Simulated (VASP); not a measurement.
## GePt: single point with PBE

The system is GePt.

```
Ge Pt
1.0
     4.19142    0.00000    0.00000
    -2.09571    3.62988    0.00000
     0.00000    0.00000    4.51733
Ge Pt
2 2
Cartesian
  0.0000 2.4199 0.0000
  2.0957 1.2100 0.0000
  0.0000 2.4199 2.2587
  2.0957 1.2100 2.2587
```

The cell was generated, and may not be a known phase.

```yaml
Program: VASP 6.6.1
Task: single point
Functional: PBE
Potentials_or_basis: VASP PAW PBE potentials, release 64 (Ge_d, Pt)
Cutoff: 520 eV
k_mesh: 6 × 6 × 4
Occupations: gaussian, width 0.1 eV
Spin: no spin polarisation
```

```
Pressure               : 48.1 GPa
Band gap on the k mesh : zero (bands 24 and 25 overlap by 0.88 eV)
```

Stress tensor (GPa, compression positive):
```
37.16  0.00  0.00
 0.00 37.16  0.00
 0.00  0.00 70.10
```

Levels at points of the mesh, in eV from the Fermi level:
| k point | band 21 | band 22 | band 23 | band 24 | band 25 | band 26 | band 27 | band 28 |
| --- | --- | --- | --- | --- | --- | --- | --- | --- |
| (0.00, 0.00, 0.00) | -2.38 | -2.38 | -2.02 | -2.02 | -0.23 | 2.86 | 2.86 | 2.90 |
| (0.50, 0.00, 0.00) | -1.77 | -0.93 | -0.47 | -0.46 | 0.92 | 1.04 | 1.90 | 2.43 |
| (0.00, 0.00, 0.50) | -2.93 | -2.89 | -2.89 | 0.21 | 0.21 | 3.83 | 3.83 | 6.06 |
| (0.50, 0.00, 0.50) | -2.52 | -2.01 | -0.90 | -0.74 | 0.56 | 0.62 | 2.59 | 7.53 |

It took 35 s on 1 thread of Intel(R) Xeon(R) Platinum 8488C (Sapphire Rapids), on a shared host, peak memory 0.2 GiB.

Caveat: the stress differs along the axes, from 37 to 70 GPa; spin-orbit coupling is left out, which moves the levels of the heavy elements.
